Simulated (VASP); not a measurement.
Here is a VASP 6.6.1 calculation.

Contents of INCAR:

```
ALGO     = Normal         # electronic algorithm
EDIFF    = 1E-7           # SCF threshold, eV
EDIFFG   = -0.01          # ionic threshold
ENCUT    = 600            # plane-wave cutoff, eV
GGA      = PE             # functional
IBRION   = 2              # ionic algorithm
ISIF     = 3              # what is computed and relaxed
ISMEAR   = 0              # smearing method
LASPH    = True           # aspherical terms in the spheres
LCHARG   = False          # write CHGCAR
LREAL    = False          # projectors in reciprocal space
LWAVE    = False          # write WAVECAR
NELM     = 100            # most SCF steps
NSW      = 100            # ionic steps
PREC     = Accurate       # precision mode
SIGMA    = 0.1            # smearing width, eV
```

Contents of KPOINTS:

```
k-points
0
Gamma
  12 12 24
```

File POSCAR:

```
B
1.0
    4.0115985226      0.0000000000      0.0000000000
    0.0000000000      4.0115985226      0.0000000000
    0.0000000000      0.0000000000      1.8584338840
B
4
Direct
    0.3074513779      0.0000000000      0.7500000000
    0.6925486221      0.0000000000      0.2500000000
    0.0000000000      0.3074513779      0.0000000000
    0.0000000000      0.6925486221      0.5000000000
```

Potentials or basis: VASP PAW PBE potentials, release 64 (B).

Command:

```sh
$ cat potpaw_PBE.64/B/POTCAR > POTCAR
$ mpirun -np 1 vasp_std > vasp.out
```

**Question.** What does it give for the relaxed volume?

**Answer.** 7.48 Å³/atom.

**Question.** Estimate the relaxed cell.

**Answer.** a = 4.011 Å, b = 4.011 Å, c = 1.860 Å, α = 90.00°, β = 90.00°, γ = 90.00°.

**Question.** Predict the band gap on the k mesh.

**Answer.** Zero (bands 6 and 7 overlap by 1.38 eV).

Final structure:
```xyz
4
Lattice="4.0108 0.0000 0.0000 0.0000 4.0108 0.0000 0.0000 0.0000 1.8602" Properties=species:S:1:pos:R:3 pbc="T T T"
B     1.2314    0.0000    1.3952
B     2.7794    0.0000    0.4651
B     0.0000    1.2314    0.0000
B     0.0000    2.7794    0.9301
```
